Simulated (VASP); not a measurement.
## Ge5B2Ir6: single point with PBE

Ge5B2Ir6:

```xyz
13
Lattice="5.3967 0.5458 0.4068 -1.7526 5.9816 0.4007 0.4898 -0.1649 5.5054" Properties=species:S:1:pos:R:3 pbc="T T T"
B     4.6303    3.0686    2.6586
B     3.2579    4.1860    3.5654
Ge    0.7304    0.8480    1.0573
Ge    0.0661    0.8168    3.3381
Ge    0.0862    5.7746    4.8624
Ge   -1.0786    4.4402    1.2887
Ge    0.3945    4.2250    3.1464
Ir    2.2051    3.7180    1.5791
Ir    1.0891    3.0646    5.1582
Ir    3.9796    2.1826    0.5572
Ir    3.0245    1.9413    3.8458
Ir    2.5193    5.6276    5.4466
Ir    2.1601    6.1103    2.6174
```

* Program: VASP 6.6.1
* Task: single point
* Functional: PBE
* Potentials or basis: VASP PAW PBE potentials, release 64 (B, Ge_d, Ir)
* Cutoff: 520 eV
* k mesh: 3 × 3 × 3
* Occupations: gaussian, width 0.1 eV
* Spin: no spin polarisation

```
Pressure               : 18.8 GPa
Largest force          : 3.269 eV/Å
Band gap on the k mesh : zero (bands 65 and 66 overlap by 0.14 eV)
```

Forces in eV/Å, atoms in the order of the input:
```
B   -2.322 -0.808  0.304
B   -1.567 -0.699  0.705
Ge   1.316  2.906  0.714
Ge  -0.338  1.769  0.767
Ge   2.049 -0.468 -0.217
Ge  -0.623 -1.202 -1.954
Ge   0.989 -1.424 -0.244
Ir   1.125 -1.074  0.808
Ir  -0.380  0.595  0.266
Ir   0.014  0.812  1.071
Ir   0.263  2.645 -0.859
Ir  -0.274 -1.840 -1.248
Ir  -0.252 -1.211 -0.114
```

Stress tensor (GPa, compression positive):
```
18.65 -1.59  0.11
-1.59 17.76  0.36
 0.11  0.36 19.88
```

Levels at points of the mesh, in eV from the Fermi level:
```tsv
k point	band 63	band 64	band 65	band 66	band 67	band 68
(0.00, 0.00, 0.00)	-0.38	-0.29	-0.16	0.10	0.44	0.67
```

Run time: 7.5 min on 1 thread of Intel Xeon 8259CL, with other jobs on the host, peak memory 0.37 GiB.

Caveat: the k points lie up to 0.40 Å⁻¹ apart; spin-orbit coupling is left out, which moves the levels of the heavy elements.
